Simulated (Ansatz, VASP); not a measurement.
**One calculation of PdAuC4N4, two programs**

```xyz
10
Lattice="5.9086 0.0000 0.0000 0.0000 5.9086 0.0000 0.0000 0.0000 5.9086" Properties=species:S:1:pos:R:3 pbc="T T T"
Pd    2.9543    2.9543    2.9543
C     1.1068    1.1068    1.1068
C     1.1068    4.8018    4.8018
C     4.8018    1.1068    4.8018
C     4.8018    4.8018    1.1068
Au    0.0000    0.0000    0.0000
N     1.7823    1.7823    1.7823
N     1.7823    4.1263    4.1263
N     4.1263    1.7823    4.1263
N     4.1263    4.1263    1.7823
```

Alike in both runs: task single point; functional PBE; k mesh 4 × 4 × 4; occupations gaussian, width 0.1 eV; no spin polarisation.

|  | VASP | Ansatz |
| --- | --- | --- |
| version | VASP 6.6.1 | Ansatz 0.2.0 |
| potentials or method | VASP PAW PBE potentials, release 64 (Pd_sv_GW, C, Au_sv_GW, N), cutoff 700 eV | scalar-relativistic, plane waves, PAW |
| valence electrons in the cell | 73 | 73 |

VASP gave:

- gap on the k mesh at the Fermi level (eV): none
- pressure (GPa): 7.4
- rms of the force components (eV/Å): 0.655

**Question.** What did Ansatz give for the same quantities?

**Answer.** gap on the k mesh at the Fermi level (eV): none; pressure (GPa): 7.2; rms of the force components (eV/Å): 0.699.

Atom by atom the forces differ by 0.178 eV/Å (rms over components). A gap of «none» marks a metal or a gap that the smearing closes. The functional is the same, so the differences come from potentials, cutoffs and numerics.

Neither program's run includes spin-orbit coupling. Noted on VASP's run: the standard files for N, O and F lose accuracy on very short bonds.
